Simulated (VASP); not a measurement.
# LiMg8: single point with LDA

LiMg8, a slab with vacuum:

```
CELL_PARAMETERS angstrom
6.29323 0.00000 0.00000
0.00000 5.03889 0.00000
0.00000 0.00000 19.08461
ATOMIC_POSITIONS crystal
Mg 0.00000 0.75000 0.20959
Mg 0.50000 0.75000 0.20959
Mg 0.25000 0.25000 0.25719
Mg 0.75000 0.25000 0.25719
Mg 0.25000 0.75000 0.35659
Mg 0.75000 0.75000 0.35659
Mg 0.00000 0.25000 0.39742
Mg 0.50000 0.25000 0.39742
Li 0.06250 0.50000 0.51226
```

* Program: VASP 6.6.1
* Task: single point
* Functional: LDA
* Potentials or basis: VASP PAW LDA potentials, release 64 (Mg, Li_sv)
* Cutoff: 520 eV
* k mesh: 4 × 5 × 1
* Occupations: gaussian, width 0.1 eV
* Spin: no spin polarisation
* Dipole correction: yes
* Further INCAR settings: ALGO = Normal; EDIFF = 1e-06; NBANDS = 20

```
Largest force          : 0.698 eV/Å
Band gap on the k mesh : zero (an odd number of electrons rules out a gap without spin polarisation)
```

Forces in eV/Å, atoms in the order of the input:
```
Mg   0.004  0.002  0.255
Mg  -0.003  0.006  0.289
Mg  -0.001 -0.011 -0.159
Mg  -0.001 -0.007 -0.141
Mg   0.006 -0.043  0.082
Mg   0.011 -0.040  0.104
Mg  -0.106 -0.413 -0.553
Mg  -0.034  0.049  0.147
Li   0.125  0.457 -0.024
```

Levels at points of the mesh, in eV from the Fermi level:
| k point | band 8 | band 9 | band 10 | band 11 | band 12 | band 13 |
| --- | --- | --- | --- | --- | --- | --- |
| (0.00, 0.00, 0.00) | -0.67 | -0.32 | -0.12 | 0.23 | 1.11 | 1.54 |
| (0.50, 0.00, 0.00) | 0.02 | 0.06 | 0.70 | 0.78 | 0.82 | 1.45 |

It took 2.6 min on 1 thread of Intel(R) Xeon(R) Platinum 8488C (Sapphire Rapids), on a shared host, peak memory 0.49 GiB.
